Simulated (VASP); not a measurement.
# AlGaN2 (P-4m2) in VASP: notebook

Runs on AlGaN2. Level: LDA. Tasks: single point.

Everything below comes from runs of VASP 6.6.1. Logs are shortened: lines on timing, memory, paths and dates and some standing lists are left out, and cuts for length are marked.

## Step 1: The cell of the first run

It takes space group P-4m2 (No. 115, tetragonal). The conventional cell has a = 2.981 Å, b = 2.981 Å, c = 4.595 Å, α = 90.00°, β = 90.00°, γ = 90.00°. Within 2.5 Å of Al (site symmetry -4m2) lie 4 N at 1.86 Å. Within 2.5 Å of Ga (site symmetry -4m2) lie 4 N at 1.91 Å. Within 2.5 Å of N (site symmetry 2mm) lie 2 Al at 1.86 Å and 2 Ga at 1.91 Å.

## Step 2: Single point, LDA (10.21 Å³/atom)

INCAR

```
ALGO = Normal ; EDIFF = 1E-6
ENCUT = 520 ; ISIF = 2
ISMEAR = 0 ; LASPH = True
LCHARG = False ; LREAL = False
LWAVE = False ; NBANDS = 21
NELM = 100 ; PREC = Accurate
SIGMA = 0.05
```

KPOINTS

```
k-points
0
Gamma
  8 8 6
```

POSCAR

```
AlGaN2
1.0
    2.9813550299      0.0000000000      0.0000000000
    0.0000000000      2.9813550299      0.0000000000
    0.0000000000      0.0000000000      4.5951625075
Al Ga N
1 1 2
Direct
    0.5000000000      0.5000000000      0.5000000000
    0.0000000000      0.0000000000      0.0000000000
    0.5000000000      0.0000000000      0.7411407717
    0.0000000000      0.5000000000      0.2588592283
```

Potentials or basis: VASP PAW LDA potentials, release 64 (Al, Ga_d, N).

On the command line:

```sh
cat potpaw_LDA.64/Al/POTCAR potpaw_LDA.64/Ga_d/POTCAR potpaw_LDA.64/N/POTCAR > POTCAR
mpirun -np 1 vasp_std > vasp.out
```

OUTCAR:

```text
EDIFF = 1E-6
   ENCUT = 520
   ISIF = 2
   ISMEAR = 0
   LASPH = True
   LREAL = False
   NELM = 100
   PREC = Accurate

 ion  position               nearest neighbor table
   1  0.500  0.500  0.500-   3 1.86   4 1.86   3 1.86   4 1.86   2 3.12   2 3.12   2 3.12   2 3.12
                             2 3.12   2 3.12   2 3.12   2 3.12
   2  0.000  0.000  0.000-   3 1.91   4 1.91   4 1.91   3 1.91   1 3.12   1 3.12   1 3.12   1 3.12
                             1 3.12   1 3.12   1 3.12   1 3.12
   3  0.500  0.000  0.741-   1 1.86   1 1.86   2 1.91   2 1.91
   4  0.000  0.500  0.259-   1 1.86   1 1.86   2 1.91   2 1.91

  LATTYP: Found a simple tetragonal cell.
 ALAT       =     2.9813550299
 C/A-ratio  =     1.5413000000

  Lattice vectors:

 A1 = (   2.9813550299,   0.0000000000,   0.0000000000)
 A2 = (   0.0000000000,   2.9813550299,   0.0000000000)
 A3 = (   0.0000000000,   0.0000000000,   4.5951625075)

Analysis of symmetry for initial positions (statically):
=====================================================================
 Subroutine PRICEL returns:
 Original cell was already a primitive cell.

 Routine SETGRP: Setting up the symmetry group for a
 simple tetragonal supercell.

 Subroutine GETGRP returns: Found  8 space group operations
 (whereof  8 operations were pure point group operations)
 out of a pool of 16 trial point group operations.

The static configuration has the point symmetry D_2d.

Analysis of symmetry for dynamics (positions and initial velocities):
=====================================================================
 Subroutine PRICEL returns:
 Original cell was already a primitive cell.

 Routine SETGRP: Setting up the symmetry group for a
 simple tetragonal supercell.

 Subroutine GETGRP returns: Found  8 space group operations
 (whereof  8 operations were pure point group operations)
 out of a pool of 16 trial point group operations.

The dynamic configuration has the point symmetry D_2d.

 Subroutine INISYM returns: Found  8 space group operations
 (whereof  8 operations are pure point group operations),
 and found     1 'primitive' translations

----------------------------------------------------------------------------------------

                                     Primitive cell

  volume of cell :      40.8440

  direct lattice vectors                    reciprocal lattice vectors
     2.981355030  0.000000000  0.000000000     0.335417953  0.000000000  0.000000000
     0.000000000  2.981355030  0.000000000     0.000000000  0.335417953  0.000000000
     0.000000000  0.000000000  4.595162508     0.000000000  0.000000000  0.217620160

  length of vectors
     2.981355030  2.981355030  4.595162508     0.335417953  0.335417953  0.217620160

  position of ions in fractional coordinates (direct lattice)
     0.500000000  0.500000000  0.500000000
     0.000000000  0.000000000  0.000000000
     0.500000000  0.000000000  0.741140772
     0.000000000  0.500000000  0.258859228

  ion indices of the primitive-cell ions
   primitive index   ion index
                 1           1
                 2           2
                 3           3
                 4           4

----------------------------------------------------------------------------------------

 KPOINTS: k-points

Automatic generation of k-mesh.
 Grid dimensions read from file:
 generate k-points for:    8    8    6

 Generating k-lattice:

  Cartesian coordinates                     Fractional coordinates (reciprocal lattice)
     0.041927244  0.000000000  0.000000000     0.125000000  0.000000000  0.000000000
     0.000000000  0.041927244  0.000000000     0.000000000  0.125000000  0.000000000
     0.000000000  0.000000000  0.036270027     0.000000000  0.000000000  0.166666667

  Length of vectors
     0.041927244  0.041927244  0.036270027

  Shift w.r.t. Gamma in fractional coordinates (k-lattice)
     0.000000000  0.000000000  0.000000000

 Subroutine IBZKPT returns following result:
 ===========================================

 Found     60 irreducible k-points:

 Following reciprocal coordinates:
            Coordinates               Weight
  0.000000  0.000000  0.000000      1.000000
  0.125000  0.000000  0.000000      4.000000
  0.250000  0.000000  0.000000      4.000000
  0.375000  0.000000  0.000000      4.000000
  0.500000  0.000000  0.000000      2.000000
  0.125000  0.125000  0.000000      4.000000
[... 16 lines left out ...]
  0.375000  0.125000  0.166667     16.000000
  0.500000  0.125000  0.166667      8.000000
 [... further k-points ...]
   k-points           NKPTS =     60   k-points in BZ     NKDIM =     60   number of bands    NBANDS=     21
   number of dos      NEDOS =    301   number of ions     NIONS =      4
   total plane-waves  NPLWV =  20736
   dimension x,y,z NGX =    24 NGY =   24 NGZ =   36
   dimension x,y,z NGXF=    48 NGYF=   48 NGZF=   72
   ions per type =               1   1   2
   NGX,Y,Z   is equivalent  to a cutoff of  13.38, 13.38, 13.02 a.u.
   NGXF,Y,Z  is equivalent  to a cutoff of  26.77, 26.77, 26.05 a.u.
 SYSTEM =  unknown system
   PREC   = accura    normal or accurate (medium, high low for compatibility)
   ISTART =      0    job   : 0-new  1-cont  2-samecut
   ICHARG =      2    charge: 1-file 2-atom 10-const
   ISPIN  =      1    spin polarized calculation?
   LNONCOLLINEAR =      F non collinear calculations
   LSORBIT =      F    spin-orbit coupling
   LASPH  =      T    aspherical Exc in radial PAW
   ENCUT  =  520.0 eV  38.22 Ry    6.18 a.u.   5.54  5.54  8.54*2*pi/ulx,y,z
   NELM   =    100;   NELMIN=  2; NELMDL= -5     # of ELM steps
   EDIFF  = 0.1E-05   stopping-criterion for ELM
   LREAL  =      F    real-space projection
   EDIFFG = 0.1E-04   stopping-criterion for IOM
   NSW    =      0    number of steps for IOM
   IBRION =     -1    ionic relax: 0-MD 1-quasi-New 2-CG
   NFREE  =      0    steps in history (QN), initial steepest desc. (CG)
   ISIF   =      2    stress and relaxation
   ISYM   =      2    0-nonsym 1-usesym 2-fastsym
   POTIM  = 0.5000    time-step for ionic-motion
   TEBEG  =    0.0;   TEEND  =   0.0 temperature during run
   PSTRESS=    0.0 pullay stress
   NELECT =      26.0000    total number of electrons
   NUPDOWN=      -1.0000    fix difference up-down
   EMIN   =  10.00;   EMAX   =-10.00  energy-range for DOS
   EFERMI =   0.00;   METHOD = LEGACY
   ISMEAR =     0;   SIGMA  =   0.05  broadening in eV -4-tet -1-fermi 0-gaus
   EFERMI_NEDOS =   21; number of points for ismear=-14 and -15
   IALGO  =     38    algorithm
   IMIX   =      4    mixing-type and parameters
     AMIX     =   0.40;   BMIX     =  1.00
     AMIX_MAG =   1.60;   BMIX_MAG =  1.00
  volume/ion in A,a.u.               =      10.21        68.91
  Fermi-wavevector in a.u.,A,eV,Ry     =   1.408283  2.661269 26.983894  1.983260
  Thomas-Fermi vector in A             =   2.530456
   LORBIT       =      0    0 simple, 1 ext, 2 COOP (PROOUT), +10 PAW based schemes
   GGA     = CA    functional components
   LHFCALC =     F    Hartree Fock is set to
   AEXX    =    0.0000 exact exchange contribution
   IVDW    =     0    specifies the selected vdW correction
   LEPSILON=     F    determine dielectric tensor
   LRPA    =     F    only Hartree local field effects (RPA)
 non-spin polarized calculation
 Gauss-broadening in eV      SIGMA  =   0.05
  energy-cutoff  :      520.00
  volume of cell :       40.84
 maximum number of plane-waves:      1125
 NGX is ok and might be reduce to    24
   NGX = 11   NGY = 11   NGZ = 17

 number of electron      26.0000008 magnetization

 Free energy of the ion-electron system (eV)
  ---------------------------------------------------
  ext. energy  EPLUGINS =         0.00000000
  ---------------------------------------------------
  free energy    TOTEN  =       -30.15107022 eV

  energy without entropy =      -30.15107022  energy(sigma->0) =      -30.15107022

 E-fermi :   6.5805     XC(G=0): -12.0550

 val. band max:        6.2744825862   @ k =   0.0000   0.0000   0.0000
 cond. band min:       9.2181314595   @ k =   0.5000   0.5000   0.0000
 fundamental gap:      2.9436488733
 Fermi energy:         6.5805136961

 k-point     1 :       0.0000    0.0000    0.0000
  band No.  band energies     occupation
      1      -9.7533      2.00000
      2      -8.1852      2.00000
      3      -6.9746      2.00000
      4      -6.9746      2.00000
      5      -6.9453      2.00000
      6      -6.7562      2.00000
[... 13 lines left out ...]
     20      18.2728      0.00000
     21      21.9693      0.00000

 k-point     2 :       0.1250    0.0000    0.0000
  band No.  band energies     occupation
      1      -9.5958      2.00000
      2      -8.1790      2.00000
      3      -7.0111      2.00000
      4      -6.9709      2.00000
      5      -6.9044      2.00000
      6      -6.7719      2.00000
[... 13 lines left out ...]
     20      18.2605      0.00000
     21      21.5430      0.00000

 k-point     3 :       0.2500    0.0000    0.0000
  band No.  band energies     occupation
      1      -9.1760      2.00000
      2      -8.1773      2.00000
      3      -7.0266      2.00000
      4      -6.9618      2.00000
      5      -6.8093      2.00000
      6      -6.7973      2.00000
[... 13 lines left out ...]
     20      18.4356      0.00000
     21      20.5461      0.00000

 k-point     4 :       0.3750    0.0000    0.0000
  band No.  band energies     occupation
      1      -8.6835      2.00000
      2      -8.2043      2.00000
      3      -6.9794      2.00000
      4      -6.9525      2.00000
      5      -6.8464      2.00000
      6      -6.5466      2.00000
[... 13 lines left out ...]
     20      18.8699      0.00000
     21      19.5804      0.00000

 k-point     5 :       0.5000    0.0000    0.0000
  band No.  band energies     occupation
      1      -8.4330      2.00000
      2      -8.2513      2.00000
      3      -6.9485      2.00000
      4      -6.9477      2.00000
      5      -6.8618      2.00000
      6      -6.1659      2.00000
[... 13 lines left out ...]
     20      19.0413      0.00000
     21      19.0581      0.00000

 k-point     6 :       0.1250    0.1250    0.0000
  band No.  band energies     occupation
      1      -9.4435      2.00000
      2      -8.1695      2.00000
      3      -7.0091      2.00000
      4      -6.9893      2.00000
      5      -6.8719      2.00000
      6      -6.7860      2.00000
[... 13 lines left out ...]
     20      18.7136      0.00000
     21      20.2226      0.00000

 k-point     7 :       0.2500    0.1250    0.0000
  band No.  band energies     occupation
      1      -9.0430      2.00000
      2      -8.1592      2.00000
      3      -7.0154      2.00000
      4      -6.9639      2.00000
      5      -6.8414      2.00000
      6      -6.7509      2.00000
[... 13 lines left out ...]
     20      18.6945      0.00000
     21      19.5213      0.00000
[... 291 lines left out ...]
      1      -8.4450      2.00000
      2      -8.2328      2.00000
      3      -6.9493      2.00000
      4      -6.9332      2.00000
      5      -6.8617      2.00000
      6      -6.1631      2.00000
[... 13 lines left out ...]
     20      18.4119      0.00000
     21      18.8360      0.00000

 k-point    21 :       0.1250    0.1250    0.1667
  band No.  band energies     occupation
      1      -9.3385      2.00000
      2      -8.2070      2.00000
      3      -7.0173      2.00000
      4      -6.9773      2.00000
      5      -6.8717      2.00000
      6      -6.7858      2.00000
[... 13 lines left out ...]
     20      18.7010      0.00000
     21      20.2322      0.00000

 k-point    22 :       0.2500    0.1250    0.1667
  band No.  band energies     occupation
      1      -8.9652      2.00000
      2      -8.1816      2.00000
      3      -7.0141      2.00000
      4      -6.9510      2.00000
      5      -6.8409      2.00000
      6      -6.7442      2.00000
[... 13 lines left out ...]
     20      18.6059      0.00000
     21      19.5325      0.00000

 k-point    23 :       0.3750    0.1250    0.1667
  band No.  band energies     occupation
      1      -8.5625      2.00000
      2      -8.1767      2.00000
      3      -6.9833      2.00000
      4      -6.9117      2.00000
      5      -6.8753      2.00000
      6      -6.4515      2.00000
[... 13 lines left out ...]
     20      18.5649      0.00000
     21      19.4080      0.00000

 k-point    24 :       0.5000    0.1250    0.1667
  band No.  band energies     occupation
      1      -8.3900      2.00000
      2      -8.1846      2.00000
      3      -6.9714      2.00000
      4      -6.8938      2.00000
      5      -6.8889      2.00000
      6      -6.0669      2.00000
[... 13 lines left out ...]
     20      18.8243      0.00000
     21      19.1809      0.00000

 [... further k-points ...]
[... 5 lines left out ...]
  --------------------------------------------------------------------------------------
  -------------------------------------------------------------------------------------
  Total        3.7260473      3.7260473     -0.0264542      0.0000000      0.0000000      0.0000000
  in kB      146.1607200    146.1607200     -1.0377139      0.0000000      0.0000000      0.0000000
  external PRESSURE =      97.0945754 kB  Pullay stress =       0.0000000 kB

 VOLUME and BASIS-vectors are now :
 -----------------------------------------------------------------------------
  energy-cutoff  :      520.00
  volume of cell :       40.84
      direct lattice vectors                 reciprocal lattice vectors
     2.981355030  0.000000000  0.000000000     0.335417953  0.000000000  0.000000000
     0.000000000  2.981355030  0.000000000     0.000000000  0.335417953  0.000000000
     0.000000000  0.000000000  4.595162508     0.000000000  0.000000000  0.217620160

 POSITION                                       TOTAL-FORCE (eV/Angst)
 -----------------------------------------------------------------------------------
      1.49068      1.49068      2.29758        -0.000000     -0.000000      0.000000
      0.00000      0.00000      0.00000        -0.000000      0.000000      0.000000
      1.49068      0.00000      3.40566        -0.000000      0.000000     -0.037339
      0.00000      1.49068      1.18950         0.000000      0.000000      0.037339
 -----------------------------------------------------------------------------------
    total drift:                                0.000000      0.000000      0.000000

  FREE ENERGIE OF THE ION-ELECTRON SYSTEM (eV)
  ---------------------------------------------------
  free  energy   TOTEN  =       -30.1510702244 eV

  energy  without entropy=      -30.1510702244  energy(sigma->0) =      -30.15107022
```

Wall time 48 s (1 thread of Intel Xeon 8259CL, shared host); peak memory 0.17 GiB.

Results:

- Free energy: -30.1511 eV
- Pressure: 9.7 GPa
- Largest force: 0.037 eV/Å
- Band gap on the k mesh: 2.94 eV (least direct gap 3.19 eV)

Forces in eV/Å, atoms in the order of the input:
```
Al   0.000  0.000  0.000
Ga   0.000  0.000  0.000
N    0.000  0.000 -0.037
N    0.000  0.000  0.037
```

Stress tensor (GPa, compression positive):
```
14.62  0.00  0.00
 0.00 14.62  0.00
 0.00  0.00 -0.10
```

Levels at points of the mesh, in eV from the valence-band top:
| k point | band 9 | band 10 | band 11 | band 12 | band 13 | band 14 | band 15 | band 16 | band 17 | band 18 |
| --- | --- | --- | --- | --- | --- | --- | --- | --- | --- | --- |
| (0.00, 0.00, 0.00) | -2.14 | -2.14 | -0.69 | 0.00 | 0.00 | 3.19 | 3.76 | 8.65 | 11.45 | 11.45 |
| (0.50, 0.00, 0.00) | -4.97 | -3.66 | -3.64 | -0.78 | -0.47 | 7.32 | 7.54 | 8.82 | 9.16 | 9.41 |
| (0.50, 0.50, 0.00) | -5.05 | -2.88 | -2.83 | -2.83 | -2.78 | 2.94 | 2.94 | 5.87 | 8.45 | 13.06 |
| (0.00, 0.00, 0.50) | -3.20 | -1.49 | -1.49 | -0.86 | -0.86 | 5.25 | 5.35 | 8.10 | 10.03 | 10.99 |
| (0.50, 0.00, 0.50) | -6.76 | -1.42 | -1.29 | -0.77 | -0.38 | 5.20 | 6.49 | 9.33 | 9.65 | 10.07 |
| (0.50, 0.50, 0.50) | -4.55 | -4.41 | -3.62 | -3.62 | -3.59 | 5.57 | 5.57 | 9.10 | 9.97 | 9.97 |

Caveat: the cell stands under pressure. A k mesh can miss the band edges.

(Part 1 of 2 ends here.)
